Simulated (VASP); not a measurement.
Here is a VASP 6.6.1 calculation.

Contents of INCAR:

```
PREC     = Accurate       # precision mode
ENCUT    = 600            # plane-wave cutoff, eV
EDIFF    = 1E-6           # SCF threshold, eV
ISMEAR   = 0              # smearing method
SIGMA    = 0.2            # smearing width, eV
LREAL    = F              # projectors in reciprocal space
LASPH    = T              # aspherical terms in the spheres
NELM     = 120            # most SCF steps
ALGO     = Normal         # electronic algorithm
ISIF     = 2              # what is computed and relaxed
LWAVE    = F              # write WAVECAR
LCHARG   = T              # write CHGCAR
GGA      = PE             # functional
LELF     = T              # ELF
LVHAR    = T            
NBANDS   = 32             # bands
GGA_COMPAT= F
```

KPOINTS

```
regular mesh
0
Gamma
  3 3 3
```

File POSCAR:

```
Mg2O
1.0
    5.1587033967      0.0000000000      0.0000000000
    0.0000000000      6.1616841282      0.0000000000
    0.0000000000      0.0000000000      5.3850830252
Mg O
8 4
Direct
    0.2480416323      0.1233083148      0.9140176619
    0.7519583677      0.1233083148      0.5859823381
    0.2480416323      0.8766916852      0.4140176619
    0.7519583677      0.8766916852      0.0859823381
    0.7480416323      0.6233083148      0.5859823381
    0.2519583677      0.6233083148      0.9140176619
    0.2519583677      0.3766916852      0.4140176619
    0.7480416323      0.3766916852      0.0859823381
    0.0000000000      0.1157302738      0.2500000000
    0.0000000000      0.8842697262      0.7500000000
    0.5000000000      0.6157302738      0.2500000000
    0.5000000000      0.3842697262      0.7500000000
```

Potentials or basis: VASP PAW PBE potentials, release 64 (Mg, O).

Command:

```sh
$ cat potpaw_PBE.64/Mg/POTCAR potpaw_PBE.64/O/POTCAR > POTCAR
$ mpirun -np 1 vasp_std > vasp.out
```

(1) Estimate the band gap on the k mesh.

(2) Predict the pressure.

(3) Predict the largest force.

Answers

(1) zero (bands 20 and 21 overlap by 0.22 eV).

(2) -0.2 GPa.

(3) 0.045 eV/Å.

Caveat: the k points lie up to 0.41 Å⁻¹ apart; semilocal functionals underestimate gaps, so a narrow gap can read as zero.
